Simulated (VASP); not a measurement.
A run of VASP 6.6.1 is set up as follows.

File INCAR:

```
PREC = Accurate ; ENCUT = 520
EDIFF = 1E-7 ; ISMEAR = 0
SIGMA = 0.1 ; LREAL = F
LASPH = T ; NELM = 100
ALGO = Fast ; ISIF = 2
LWAVE = F ; LCHARG = F
GGA = PE ; NBANDS = 36
```

File KPOINTS:

```
regular mesh
0
Gamma
  12 12 8
```

File POSCAR:

```
ScGa3Te
1.0
    5.6545768158      0.0000000000      0.0000000000
   -2.8272884079      4.8970071702      0.0000000000
    0.0000000000      0.0000000000      5.4976933434
Sc Ga Te
1 3 1
Direct
    0.0000000000      0.0000000000      0.5000000000
    0.5000000000      0.0000000000      0.5000000000
    0.0000000000      0.5000000000      0.5000000000
    0.5000000000      0.5000000000      0.5000000000
    0.0000000000      0.0000000000      0.0000000000
```

Potentials or basis: VASP PAW PBE potentials, release 64 (Sc_sv, Ga_d, Te).

Launch:

```console
$ cat potpaw_PBE.64/Sc_sv/POTCAR potpaw_PBE.64/Ga_d/POTCAR potpaw_PBE.64/Te/POTCAR > POTCAR
$ mpirun -np 1 vasp_std > vasp.out
```

Question: Estimate the band gap on the k mesh.

Answer: Zero (bands 28 and 29 overlap by 1.51 eV).

Question: What does it give for the pressure?

Answer: 0.0 GPa.

Caveat: spin-orbit coupling is left out, which moves the levels of the heavy elements.
